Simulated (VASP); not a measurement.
Wanted: the native input for a VASP 6.6.1 run.

```yaml
Task: single point
Functional: PBE
Potentials_or_basis: VASP PAW PBE potentials, release 64 (W_sv, C, F)
Cutoff: 520 eV
k_mesh: 4 × 4 × 1
Occupations: gaussian, width 0.1 eV
Spin: no spin polarisation
Dipole_correction: no
Further_INCAR_settings: LREAL = Auto; ALGO = Normal; EDIFF = 1e-06; NBANDS = 90
```

The structure of W8C8F lies in POSCAR:

```
W8C8F
1.0
    5.6779000000      0.0000000000      0.0000000000
   -2.8389500000      4.9172060000      0.0000000000
    0.0000000000      0.0000000000     15.1826300000
W C F
8 8 1
Direct
    0.0000000000      0.0000000000      0.0658646756
    0.0006533054     -0.0036903071      0.2567339124
    0.0000000000      0.5000000000      0.0658646756
   -0.0007168177      0.4937832582      0.2567115842
    0.5000000000      0.0000000000      0.0658646756
    0.5000528617     -0.0067802732      0.2595185419
    0.5000000000      0.5000000000      0.0658646756
    0.5040172675      0.4934576668      0.2532764086
    0.3334639078      0.1631345118      0.1539652221
    0.3355364355      0.1644112531      0.3324034110
    0.3340253972      0.6655167589      0.1557067517
    0.3294110182      0.6331319046      0.3430044070
    0.8315191374      0.1645353072      0.1550870962
    0.8331248425      0.1631774223      0.3340423234
    0.8358791391      0.6670255426      0.1531207044
    0.8299249501      0.6574387976      0.3313224389
    0.3311338598      0.5406061898      0.4257112239
```

The input as run:

INCAR

```
SYSTEM = W8C8F
PREC = Accurate ; ENCUT = 520
EDIFF = 1E-6 ; ISMEAR = 0
SIGMA = 0.1 ; LREAL = Auto
LASPH = .True. ; NELM = 80
ALGO = Normal ; ISIF = 2
LWAVE = .False. ; LCHARG = .False.
GGA = PE ; NBANDS = 90
```

KPOINTS

```
Automatic mesh
0
Gamma
  4 4 1
  0 0 0
```

Potentials or basis: VASP PAW PBE potentials, release 64 (W_sv, C, F).

Command:

```bash
$ cat potpaw_PBE.64/W_sv/POTCAR potpaw_PBE.64/C/POTCAR potpaw_PBE.64/F/POTCAR > POTCAR
$ mpirun -np 1 vasp_std > vasp.out
```

Results of the run:

| Item | Value |
| --- | --- |
| Largest force | 1.623 eV/Å |
| Band gap on the k mesh | zero (an odd number of electrons rules out a gap without spin polarisation) |

Caveat: spin-orbit coupling is left out, which moves the levels of the heavy elements; an odd number of electrons without spin polarisation forces a metal; a magnetic or distorted state may lie lower.

Wall time 15 min on 1 thread of Intel(R) Xeon(R) Platinum 8488C (Sapphire Rapids) (shared host), peak memory 0.61 GiB.
